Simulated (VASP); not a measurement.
# Au (P6_3/mmc) in VASP: a series of runs, part 2 of 2

VASP 6.6.1. Earlier steps stand in the parts before.

## (4) Relaxation of cell and atoms, PBE

This run uses another cell than the first one, of 18.92 Å³/atom.

Input file INCAR:

```
ALGO = Normal
EDIFF = 1E-7
EDIFFG = -0.04
ENCUT = 500
GGA = PE
GGA_COMPAT = False
IBRION = 2
ISIF = 3
ISMEAR = 0
LASPH = True
LCHARG = False
LREAL = False
LWAVE = False
NELM = 120
NELMIN = 4
NSW = 90
PREC = Accurate
SIGMA = 0.1
```

Input file KPOINTS:

```
k-points
0
Gamma
  6 6 4
```

Input file POSCAR:

```
Au
1.0
    5.3045746900      0.0000000000      0.0000000000
   -2.6522873400      4.5938964400      0.0000000000
    0.0000000000      0.0000000000      4.6576432100
Au
6
Direct
    0.8452486200      0.1547513800      0.2500000000
    0.8452486200      0.6904972400      0.2500000000
    0.3095027600      0.1547513800      0.2500000000
    0.1547513800      0.8452486200      0.7500000000
    0.1547513800      0.3095027600      0.7500000000
    0.6904972400      0.8452486200      0.7500000000
```

Potentials or basis: VASP PAW PBE potentials, release 64 (Au).

Started as:

```bash
> cat potpaw_PBE.64/Au/POTCAR > POTCAR
> mpirun -np 1 vasp_std > vasp.out
```

OUTCAR:

```text
EDIFF = 1E-7
   EDIFFG = -0.04
   ENCUT = 500
   GGA = PE
   IBRION = 2
   ISIF = 3
   ISMEAR = 0
   LASPH = True
   LREAL = False
   NELM = 120
   NELMIN = 4
   NSW = 90
   PREC = Accurate

 ion  position               nearest neighbor table
   1  0.845  0.155  0.250-   2 2.46   3 2.46   6 2.73   6 2.73   5 2.73   5 2.73   2 2.84   3 2.84

   2  0.845  0.690  0.250-   1 2.46   3 2.46   6 2.73   6 2.73   4 2.73   4 2.73   1 2.84   3 2.84

   3  0.310  0.155  0.250-   1 2.46   2 2.46   5 2.73   5 2.73   4 2.73   4 2.73   1 2.84   2 2.84

   4  0.155  0.845  0.750-   5 2.46   6 2.46   3 2.73   3 2.73   2 2.73   2 2.73   5 2.84   6 2.84

   5  0.155  0.310  0.750-   4 2.46   6 2.46   3 2.73   3 2.73   1 2.73   1 2.73   4 2.84   6 2.84

   6  0.690  0.845  0.750-   4 2.46   5 2.46   2 2.73   2 2.73   1 2.73   1 2.73   4 2.84   5 2.84

  LATTYP: Found a hexagonal cell.
 ALAT       =     5.3045746900
 C/A-ratio  =     0.8780427239

  Lattice vectors:

 A1 = (   5.3045746900,   0.0000000000,   0.0000000000)
 A2 = (  -2.6522873400,   4.5938964400,   0.0000000000)
 A3 = (   0.0000000000,   0.0000000000,   4.6576432100)

Analysis of symmetry for initial positions (statically):
[... 174 lines left out ...]

 Free energy of the ion-electron system (eV)
  ---------------------------------------------------
  ext. energy  EPLUGINS =         0.00000000
  ---------------------------------------------------
  free energy    TOTEN  =       -15.24354560 eV

  energy without entropy =      -15.23596100  energy(sigma->0) =      -15.23975330

------------------------ aborting loop because EDIFF is reached ----------------------------------------

  FORCE on cell =-STRESS in cart. coord.  units (eV):
  Direction    XX          YY          ZZ          XY          YZ          ZX
  --------------------------------------------------------------------------------------
  -------------------------------------------------------------------------------------
  Total       24.9481252     24.9481252     15.8385218      0.0000000     -0.0000000      0.0000000
  in kB      352.1685020    352.1685023    223.5770601      0.0000004     -0.0000000      0.0000000
  external PRESSURE =     309.3046881 kB  Pullay stress =       0.0000000 kB
[... 1882 lines left out ...]
     38       9.7011      0.00000
     39      10.0999      0.00000

[... ionic steps 4 to 10 ...]

--------------------------------------- Ionic step       11  -------------------------------------------

 number of electron      65.9999995 magnetization

------------------------ aborting loop because EDIFF is reached ----------------------------------------
[... 75 lines left out ...]
--------------------------------------- Ionic step       13  -------------------------------------------

 number of electron      66.0000001 magnetization

 Free energy of the ion-electron system (eV)
  ---------------------------------------------------
  ext. energy  EPLUGINS =         0.00000000
  ---------------------------------------------------
  free energy    TOTEN  =       -18.42895176 eV

  energy without entropy =      -18.41981492  energy(sigma->0) =      -18.42438334

 E-fermi :   6.1259     XC(G=0): -11.2528

 val. band max:        6.0945459440   @ k =   0.1667   0.1667   0.2500
 cond. band min:       6.1276492722   @ k =   0.3333   0.0000   0.2500
 fundamental gap:      0.0331033283
 Fermi energy:         6.1259279861
[... 913 lines left out ...]
  FREE ENERGIE OF THE ION-ELECTRON SYSTEM (eV)
  ---------------------------------------------------
  free  energy   TOTEN  =       -18.4289517556 eV

  energy  without entropy=      -18.4198149246  energy(sigma->0) =      -18.42438334

 reached required accuracy - stopping structural energy minimisation
```

OSZICAR:

```text
N       E                     dE             d eps       ncg     rms          rms(c)
DAV:   1     0.441687509034E+03    0.44169E+03   -0.33575E+04  1638   0.158E+03
DAV:   2    -0.413947695519E+01   -0.44583E+03   -0.42381E+03  1800   0.345E+02
DAV:   3    -0.167245788863E+02   -0.12585E+02   -0.12301E+02  1849   0.569E+01
[... 143 lines left out ...]
DAV:   3    -0.184294280190E+02    0.30625E-02   -0.44686E-03  1824   0.383E-01    0.196E-01
DAV:   4    -0.184289414239E+02    0.48660E-03   -0.97569E-04  1788   0.183E-01    0.401E-02
DAV:   5    -0.184289483689E+02   -0.69450E-05   -0.79811E-05  1729   0.470E-02    0.259E-02
DAV:   6    -0.184289517930E+02   -0.34240E-05   -0.77951E-06  1687   0.157E-02    0.441E-03
DAV:   7    -0.184289517556E+02    0.37331E-07   -0.29494E-07  1325   0.324E-03
  13 F= -.18428952E+02 E0= -.18424383E+02  d E =-.220596E-02
```

CONTCAR:

```text
Au
   1.00000000000000
     5.6215381852841038    0.0000000003490090    0.0000000000000000
    -2.8107690870410367    4.8683948792091147   -0.0000000000000000
    -0.0000000000000000   -0.0000000000000000    4.6193321751363090
  Au
     6
Direct
     0.8297620834665480    0.1702379165321881    0.2500000000000000
     0.8297620834573672    0.6595241669251795    0.2500000000000000
     0.3404758330760846    0.1702379165426326    0.2500000000000000
     0.1702379165334520    0.8297620834678120    0.7500000000000000
     0.1702379165426326    0.3404758330748206    0.7500000000000000
     0.6595241669239152    0.8297620834573672    0.7500000000000000

  0.00000000E+00  0.00000000E+00  0.00000000E+00
  0.00000000E+00  0.00000000E+00  0.00000000E+00
  0.00000000E+00  0.00000000E+00  0.00000000E+00
  0.00000000E+00  0.00000000E+00  0.00000000E+00
  0.00000000E+00  0.00000000E+00  0.00000000E+00
  0.00000000E+00  0.00000000E+00  0.00000000E+00
```

Run time: 6.8 min. Hardware: 1 thread of AMD EPYC 9R45 (Zen 5), shared host; peak memory 0.24 GiB.

What came out:

| Item | Value |
| --- | --- |
| Free energy | -18.4290 eV |
| Relaxed volume | 21.07 Å³/atom |
| Relaxed cell | a = 5.622 Å, b = 5.622 Å, c = 4.619 Å, α = 90.00°, β = 90.00°, γ = 120.00° |
| Space group after relaxing (to 0.1 Å) | P6_3/mmc (No. 194) |
| Energy gained by relaxing | 530.9 meV/atom |
| Ionic steps | 13 |
| Pressure after relaxing | 0.1 GPa |
| Largest force after relaxing | 0.008 eV/Å |
| Band gap on the k mesh | zero (bands 33 and 34 overlap by 2.72 eV) |

Forces in eV/Å, atoms in the order of the input:
```
Au  -0.007  0.004  0.000
Au   0.000 -0.008  0.000
Au   0.007  0.004  0.000
Au   0.007 -0.004  0.000
Au   0.000  0.008  0.000
Au  -0.007 -0.004  0.000
```

Stress tensor (GPa, compression positive):
```
0.02 0.00 0.00
0.00 0.02 0.00
0.00 0.00 0.11
```

Step by step:
```tsv
step	energy change (eV)	largest force (eV/Å)	pressure (GPa)	volume (Å³)
1	0.0000	6.3791	30.93	113.50
2	0.6544	0.4663	-10.12	184.44
3	-0.7713	0.6319	-10.93	166.31
4	-1.8774	0.6346	-10.41	152.95
5	-3.0759	0.2242	-3.38	132.26
6	-3.0816	0.5639	-1.02	129.31
7	-3.0882	0.4111	-2.07	130.54
8	-3.0877	0.4536	-1.78	130.19
9	-3.1546	0.1627	0.77	126.25
10	-3.1563	0.1036	1.30	125.55
11	-3.1827	0.0725	-0.05	126.65
12	-3.1832	0.0959	-0.24	126.82
13	-3.1854	0.0076	0.05	126.42
```

Final structure:
```
Au
1.0
     5.62154    0.00000    0.00000
    -2.81077    4.86839    0.00000
     0.00000    0.00000    4.61933
Au
6
Cartesian
  4.1860 0.8288 1.1548
  2.8108 3.2108 1.1548
  1.4355 0.8288 1.1548
  -1.3753 4.0396 3.4645
  0.0000 1.6576 3.4645
  1.3753 4.0396 3.4645
```

Caveat: spin-orbit coupling is left out, which moves the levels of the heavy elements.

## (5) Single point, PBE

Input file INCAR:

```
ALGO     = Normal         # electronic algorithm
EDIFF    = 1E-6           # SCF threshold, eV
ENCUT    = 500            # plane-wave cutoff, eV
GGA      = PE             # functional
GGA_COMPAT= False        
ISIF     = 2              # what is computed and relaxed
ISMEAR   = 0              # smearing method
LASPH    = True           # aspherical terms in the spheres
LCHARG   = False          # write CHGCAR
LREAL    = False          # projectors in reciprocal space
LWAVE    = False          # write WAVECAR
NBANDS   = 42             # bands
NELM     = 120            # most SCF steps
PREC     = Accurate       # precision mode
SIGMA    = 0.1            # smearing width, eV
```

Input file KPOINTS:

```
k-points
0
Gamma
  12 12 8
```

Input file POSCAR:

```
Au
1.0
    5.6274418754      0.0000000000      0.0000000000
   -2.8137209377      4.8735076224      0.0000000000
    0.0000000000      0.0000000000      4.6195628211
Au
6
Direct
    0.8300580000      0.1699420000      0.2500000000
    0.8300580000      0.6601159999      0.2500000000
    0.3398840001      0.1699420000      0.2500000000
    0.1699420000      0.8300580000      0.7500000000
    0.1699420000      0.3398840001      0.7500000000
    0.6601159999      0.8300580000      0.7500000000
```

Started as:

```bash
> cat potpaw_PBE.64/Au/POTCAR > POTCAR
> mpirun -np 1 vasp_std > vasp.out
```

Wall time 2.4 min (1 thread of AMD EPYC 9R45 (Zen 5), shared host); peak memory 0.43 GiB.

Results (log left out):

- Free energy: -18.4461 eV
- Pressure: -0.2 GPa
- Band gap on the k mesh: zero (bands 33 and 34 overlap by 2.73 eV)

Forces on the atoms (eV/Å):
```
Au  -0.002  0.001  0.000
Au   0.000 -0.002  0.000
Au   0.002  0.001  0.000
Au   0.002 -0.001  0.000
Au   0.000  0.002  0.000
Au  -0.002 -0.001  0.000
```

Levels at points of the mesh, in eV from the Fermi level:
```
           k point  band 31  band 32  band 33  band 34  band 35  band 36
(0.00, 0.00, 0.00)    -0.77     0.80     1.19     1.82     2.01     2.01
(0.50, 0.00, 0.00)    -1.16    -1.06    -0.54     1.22     3.99     4.52
(0.00, 0.00, 0.50)    -0.85    -0.85     1.92     1.92     2.59     2.59
(0.50, 0.00, 0.50)    -1.17    -1.17    -0.80    -0.80     2.38     2.38
```

Caveat: spin-orbit coupling is left out, which moves the levels of the heavy elements.

## (6) The runs side by side

| task | cell | k mesh | gap on the mesh (eV) | pressure (GPa) | largest force (eV/Å) |
| --- | --- | --- | --- | --- | --- |
| single point | a = 5.622, b = 5.622, c = 4.627 Å, angles 90.0, 90.0, 120.0°, 6 atoms, atomic positions A | 6 × 6 × 4 | none | -0.2 | - |
| single point | a = 5.305, b = 5.305, c = 4.658 Å, angles 90.0, 90.0, 120.0°, 6 atoms, atomic positions B | 6 × 6 × 4 | none | 30.9 | 6.38 |
| relaxation of cell and atoms | relaxed from a = 5.305, b = 5.305, c = 4.658 Å, angles 90.0, 90.0, 120.0°, 6 atoms, atomic positions B | 6 × 6 × 4 | none | 0.1 | 0.01 |
| single point | a = 5.627, b = 5.627, c = 4.620 Å, angles 90.0, 90.0, 120.0°, 6 atoms, atomic positions C | 12 × 12 × 8 | none | -0.2 | - |

Alike in all rows: level PBE; potentials or basis VASP PAW PBE potentials, release 64 (Au); no spin polarisation; cutoff (eV) 500; smearing gaussian 0.1 eV.

Caveats: spin-orbit coupling is left out, which moves the levels of the heavy elements; the stress differs along the axes, from 22 to 35 GPa (at least some runs); forces of over 1 eV/Å act on the atoms, so gaps and moduli don't describe the material at rest (at least some runs).

Absolute energies hang on the potentials; compare differences alone.

The gap in the log of VASP goes by the Fermi energy; the results here count the filled bands.